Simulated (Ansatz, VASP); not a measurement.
**Two plane-wave programs on W**

Contents of INCAR:

```
SYSTEM = W
  PREC = Accurate
  ENCUT = 520
  EDIFF = 1E-8
  ISMEAR = -1
  SIGMA = 0.05
  LREAL = .FALSE.
  LASPH = .TRUE.
  NELM = 80
  ALGO = Normal
  ISIF = 2
  LWAVE = .FALSE.
  LCHARG = .FALSE.
  GGA = PE
  LEFG = .TRUE.
  NBANDS = 13
```

KPOINTS

```
regular mesh
0
G
  22 22 22
  0 0 0
```

The input POSCAR:

```
W
1.0
    0.0000000000      2.0182384195      2.0182384195
    2.0182384195      0.0000000000      2.0182384195
    2.0182384195      2.0182384195      0.0000000000
W
1
Direct
    0.0000000000      0.0000000000      0.0000000000
```

Input for Ansatz:

```yaml
crystal:
  lattice:
    - [0.0, 2.0182384195, 2.0182384195]
    - [2.0182384195, 0.0, 2.0182384195]
    - [2.0182384195, 2.0182384195, 0.0]
  atoms:
    - { symbol: W, position: [0.0, 0.0, 0.0] }
kpoints:
  mp_grid: { grid: [22, 22, 22] }
scf:
  occupations: { method: fermi_dirac, width: 0.05 }
hamiltonian:
  xc: pbe
  pseudopotentials: { kind: paw }
output:
  forces: true
  stress: true
  eigenvalues: true
  efg: { contact_densities: true }
```

Alike in both runs: task electric field gradients; functional PBE; k mesh 22 × 22 × 22; occupations fermi-dirac, width 0.05 eV; no spin polarisation.

|  | VASP | Ansatz |
| --- | --- | --- |
| version | VASP 6.6.1 | Ansatz 0.2.0 |
| potentials or method | VASP PAW PBE potentials, release 64 (W_sv) | PAW with Ansatz's default frozen-core files, scalar-relativistic |
| plane-wave cutoff (eV) | 520 | 420 |
| valence electrons in the cell | 14 | 14 |

|  | VASP | Ansatz | Ansatz less VASP |
| --- | --- | --- | --- |
| pressure (GPa) | 0.4 | -0.1 | -0.50 |

The functional is the same, so the differences come from potentials, cutoffs and numerics.

Spin-orbit coupling is off throughout.
